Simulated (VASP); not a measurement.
Set up this calculation in VASP 6.6.1, as the native input.

| Quantity | Value |
| --- | --- |
| Task | single point |
| Functional | PBE |
| Potentials or basis | VASP PAW PBE potentials, release 64 (Si, As) |
| Cutoff | 400 eV |
| k mesh | 1 × 1 × 1 |
| Occupations | gaussian, width 0.02 eV |
| Spin | collinear spin |
| Dipole correction | no |
| Further INCAR settings | LREAL = Auto; ALGO = Normal; EDIFF = 1e-06; NBANDS = 168 |

The structure of Si62As (a cell with a defect) lies in POSCAR:

```
Si62As
1.0
   10.8600000000      0.0000000000      0.0000000000
    0.0000000000     10.8600000000      0.0000000000
    0.0000000000      0.0000000000     10.8600000000
Si As
62 1
Direct
    0.4970525783     -0.0064212707      0.0068021179
    0.6236859116      0.1225507366      0.1266311234
    0.7485023941      0.2477783610      0.0014790055
    0.8734225599      0.3739420810      0.1255851750
    0.7520118785      0.0018883057      0.2526020258
    0.8786087477      0.1287848066      0.3755117864
   -0.0021849908     -0.0015014733      0.0014701657
    0.1239840700      0.1237572744      0.1252438306
    0.2482576427      0.2479337017      0.0001872007
    0.3745862799      0.3737021179      0.1240838858
    0.4989813076      0.4990318600      0.0003448435
    0.6170333333      0.6244511971      0.1299543278
    0.7446111418      0.7469932781      0.0060361878
    0.8726302947      0.8737015654      0.1266474217
    0.2509187845     -0.0032395948      0.2518775322
    0.3746569061      0.1244430018      0.3747777164
    0.4995311234      0.2493801105      0.2501352670
    0.6236524862      0.3748811234      0.3755767956
    0.7468625230      0.5010097606      0.2517127072
    0.8744286372      0.6248458564      0.3746970534
    0.5000127072     -0.0013425414      0.4991386740
    0.6246000921      0.1234293738      0.6259880295
    0.7493345304      0.2492544199      0.5015502762
    0.8760709945      0.3751431860      0.6238600368
    0.7483768877     -0.0016375691      0.7526795580
    0.8745454880      0.1246704420      0.8750168508
   -0.0023562615      0.4979050645      0.0001626151
    0.1233261510      0.6244290976      0.1239061694
    0.2491540516      0.7485273481      0.0004212707
    0.3738291897      0.8666680479      0.1305497238
    0.0050196133      0.2548431860      0.2527116022
    0.1332103131      0.3833752302      0.3730789134
    0.2586638122      0.5087882136      0.2466528545
    0.6269803867      0.8774828729      0.3735923573
   -0.0010389503     -0.0006285451      0.5017150092
    0.1251290976      0.1261824125      0.6238354512
    0.2505363720      0.2515079190      0.4990824125
    0.3759055249      0.3768756906      0.6227033149
    0.4984327808      0.5047245856      0.4945820442
    0.6232444751      0.6253464088      0.6232160221
    0.7484574586      0.7499162063      0.4988065378
    0.8732034991      0.8745534991      0.6260333333
    0.2509426335      0.0006129834      0.7488582873
    0.3758214549      0.1229917127      0.8768273481
    0.5005681400      0.2500771639      0.7514627072
    0.6274704420      0.3754955801      0.8745218232
    0.7505561694      0.5007105893      0.7487341621
    0.8733607735      0.6257676796      0.8761827808
   -0.0005795580      0.7496452118      0.2501079190
    0.1245162983      0.8739324125      0.3757575506
    0.0014300184      0.5005404236      0.4991351750
    0.1273754144      0.6260558011      0.6220956722
    0.2551410681      0.7488800184      0.4941316759
    0.3753287293      0.8733515654      0.6233354512
   -0.0002849908      0.2496323204      0.7501565378
    0.1247738490      0.3748743094      0.8739897790
    0.2497513812      0.4997618785      0.7487317680
    0.3741187845      0.6240601289      0.8744967772
    0.4996360037      0.7496580110      0.7507091160
    0.6234848987      0.8733737569      0.8782014733
    0.0006602210      0.7499773481      0.7510114180
    0.1254255985      0.8777488950      0.8743731123
    0.4052034991      0.6558838858      0.3406197053
```

These files were run (other wordings do the same):

INCAR

```
ALGO     = Normal         # electronic algorithm
EDIFF    = 1E-6           # SCF threshold, eV
ENCUT    = 400            # plane-wave cutoff, eV
GGA      = PE             # functional
GGA_COMPAT= False        
ISIF     = 2              # what is computed and relaxed
ISMEAR   = 0              # smearing method
ISPIN    = 2              # spin polarisation
LASPH    = True           # aspherical terms in the spheres
LCHARG   = False          # write CHGCAR
LORBIT   = 11             # projections on sites
LREAL    = Auto         
LWAVE    = False          # write WAVECAR
MAGMOM   = 0 0 0 0 0 0 0 0 0 0 0 0 0 0 0 0 0 0 0 0 0 0 0 0 0 0 0 0 0 0 0 0 0.15 0 0 0 0 0 0 0 0 0 0 0 0 0 0 0 0 0 0 0 0 0 0 0 0 0 0 0 0 0 0 # initial moments
NBANDS   = 168            # bands
NELM     = 200            # most SCF steps
PREC     = Accurate       # precision mode
SIGMA    = 0.02           # smearing width, eV
```

KPOINTS

```
k-points
0
Gamma
  1 1 1
```

Potentials or basis: VASP PAW PBE potentials, release 64 (Si, As).

The run is started by

```sh
$ cat potpaw_PBE.64/Si/POTCAR potpaw_PBE.64/As/POTCAR > POTCAR
$ mpirun -np 1 vasp_gam > vasp.out
```

Results of the run:

* Pressure: 1.8 GPa
* Largest force: 0.718 eV/Å
* Net moment: 1.00 μB per cell
* Site moments: Si +0.00, +0.01, +0.05, -0.00, +0.14 (each value once); As +0.00 μB
* Valence electrons inside the program's atomic spheres: Si 1.69, 1.70, 1.65, 1.64, 1.68, 1.66 (each value once); As 2.72

Caveat: the k points lie up to 0.58 Å⁻¹ apart.

It took 6.5 min on 1 thread of Intel(R) Xeon(R) Platinum 8375C CPU @ 2.90GHz (Ice Lake), with other jobs on the host, peak memory 1 GiB.
